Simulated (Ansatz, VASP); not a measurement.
This is a calculation of Sn for Ansatz 0.2.0.

Contents of input.yaml:

```yaml
crystal:
  lattice:
    - [-2.9401404553, 2.9401404553, 1.5993019889]
    - [2.9401404553, -2.9401404553, 1.5993019889]
    - [2.9401404553, 2.9401404553, -1.5993019889]
  atoms:
    - { symbol: Sn, position: [0.0, 0.0, 0.0] }
    - { symbol: Sn, position: [0.75, 0.25, 0.5] }
kpoints:
  mp_grid: { grid: [5, 5, 5] }
scf:
  occupations: { method: fermi_dirac, width: 0.02 }
hamiltonian:
  xc: pbe
  pseudopotentials: { kind: all_electron, lapw: { basis_error: 0.003 } }
output:
  forces: true
  stress: true
  eigenvalues: true
```

Potentials or basis: all-electron LAPW, scalar-relativistic.

Launch:

```sh
$ ansatz run input.yaml --threads 1 --pin off --max-ram 2560MiB --backend cpu --events-out ev --progress --plain --runs-dir out
```

Q: Set up the same calculation for VASP 6.6.1. Potentials there: VASP PAW PBE potentials, release 64 (Sn_d).

A: As run (the cutoff follows the program's own potentials):

INCAR

```
SYSTEM = Sn
PREC     = Accurate       ! precision mode
ENCUT    = 500            ! plane-wave cutoff, eV
EDIFF    = 1E-6           ! SCF threshold, eV
ISMEAR   = -1             ! smearing method
SIGMA    = 0.02           ! smearing width, eV
LREAL    = .False.        ! projectors in reciprocal space
LASPH    = .True.         ! aspherical terms in the spheres
NELM     = 120            ! most SCF steps
ALGO     = Normal         ! electronic algorithm
ISIF     = 2              ! what is computed and relaxed
LWAVE    = .False.        ! write WAVECAR
LCHARG   = .True.         ! write CHGCAR
GGA      = PE             ! functional
LELF     = .True.         ! ELF
LVHAR    = .True.       
NBANDS   = 21             ! bands
GGA_COMPAT= .False.
```

KPOINTS

```
Automatic mesh
0
Gamma
  5 5 5
  0 0 0
```

File POSCAR:

```
Sn
1.0
   -2.9401404553      2.9401404553      1.5993019889
    2.9401404553     -2.9401404553      1.5993019889
    2.9401404553      2.9401404553     -1.5993019889
Sn
2
Direct
    0.0000000000      0.0000000000      0.0000000000
    0.7500000000      0.2500000000      0.5000000000
```

Potentials or basis: VASP PAW PBE potentials, release 64 (Sn_d).

Command:

```console
$ cat potpaw_PBE.64/Sn_d/POTCAR > POTCAR
$ mpirun -np 1 vasp_std > vasp.out
```

Both were run:

|  | VASP | Ansatz | Ansatz less VASP |
| --- | --- | --- | --- |
| gap on the k mesh at the Fermi level (eV) | none | none | - |
| pressure (GPa) | 1.7 | 1.8 | +0.05 |
| traceless stress, the component that is largest in VASP (GPa) | -2.98 | -2.99 | -0.012 |

A gap of «none» marks a metal or a gap that the smearing closes. Ansatz ran all-electron here, and VASP with PAW potentials.

The k mesh is coarse, so the values compare programs but aren't converged.
